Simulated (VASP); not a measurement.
Write the native input for VASP 6.6.1 that does the following.

```
Task                   : single point
Functional             : PBE
Potentials or basis    : VASP PAW PBE potentials, release 64 (Sn_d, O)
Cutoff                 : 520 eV
k mesh                 : 10 × 10 × 8
Occupations            : gaussian, width 0.01 eV
Spin                   : no spin polarisation
Dipole correction      : no
Further INCAR settings : ALGO = Normal; EDIFF = 1e-06; NBANDS = 28
```

The structure of SnO lies in POSCAR:

```
SnO
1.0
    3.8682628244      0.0000000000      0.0000000000
    0.0000000000      3.8682628244      0.0000000000
    0.1013248039      0.0000000000      5.0662401931
Sn O
2 2
Direct
   -0.0051728171      0.5000000000      0.2287493006
    0.5051728171      0.0000000000      0.7712506994
    0.5006586008      0.5000000000      0.0000200473
   -0.0006586008      0.0000000000     -0.0000200473
```

This cell differs from its parent crystal: shear of c along a, cell held: +2.0 %, then relaxed in part.

The input as run:

INCAR

```
PREC = Accurate ; ENCUT = 520
EDIFF = 1E-6 ; ISMEAR = 0
SIGMA = 0.01 ; LREAL = F
LASPH = T ; NELM = 100
ALGO = Normal ; ISIF = 2
LWAVE = F ; LCHARG = F
GGA = PE ; NBANDS = 28
```

KPOINTS

```
Automatic mesh
0
Gamma
  10 10 8
```

Potentials or basis: VASP PAW PBE potentials, release 64 (Sn_d, O).

Run with:

```bash
$ cat potpaw_PBE.64/Sn_d/POTCAR potpaw_PBE.64/O/POTCAR > POTCAR
$ mpirun -np 1 vasp_std > vasp.out
```

It gave:

```yaml
Pressure: 0.2 GPa
Largest_force: 0.077 eV/Å
Band_gap_on_the_k_mesh: 0.51 eV (least direct gap 1.91 eV)
```

Caveat: the cell differs from its parent crystal (shear of c along a, cell held: +2.0 %, then relaxed in part); spin-orbit coupling is left out, which moves the levels of the heavy elements.

It took 3.1 min on 1 thread of AMD EPYC 9R45 96-Core Processor (Zen 5) (shared host), peak memory 0.48 GiB.
